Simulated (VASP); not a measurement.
A run of VASP 6.6.1 is set up as follows.

File INCAR:

```
PREC = Accurate ; ENCUT = 520
EDIFF = 1E-6 ; ISMEAR = -1
SIGMA = 0.08 ; LREAL = False
LASPH = True ; NELM = 60
ALGO = Normal ; ISIF = 2
LWAVE = False ; LCHARG = True
GGA = PS ; LELF = True
LVHAR = True ; NBANDS = 14
```

File KPOINTS:

```
regular mesh
0
Gamma
  11 11 7
```

Contents of POSCAR:

```
Li
1.0
    2.5459690793      0.0000000000      0.0000000000
   -1.2729845396      2.2048738999      0.0000000000
    0.0000000000      0.0000000000      8.5373054786
Li
4
Direct
    0.0000000000      0.0000000000      0.0000000000
    0.0000000000      0.0000000000      0.5000000000
    0.3333333333      0.6666666667      0.2500000000
    0.6666666667      0.3333333333      0.7500000000
```

Potentials or basis: VASP PAW PBE potentials, release 64 (Li_sv).

Command:

```bash
$ cat potpaw_PBE.64/Li_sv/POTCAR > POTCAR
$ mpirun -np 1 vasp_std > vasp.out
```

**Question.** Estimate the band gap on the k mesh.

**Answer.** Zero (band 6 reaches 4.52 eV, above the bottom of band 7 at -0.41 eV).
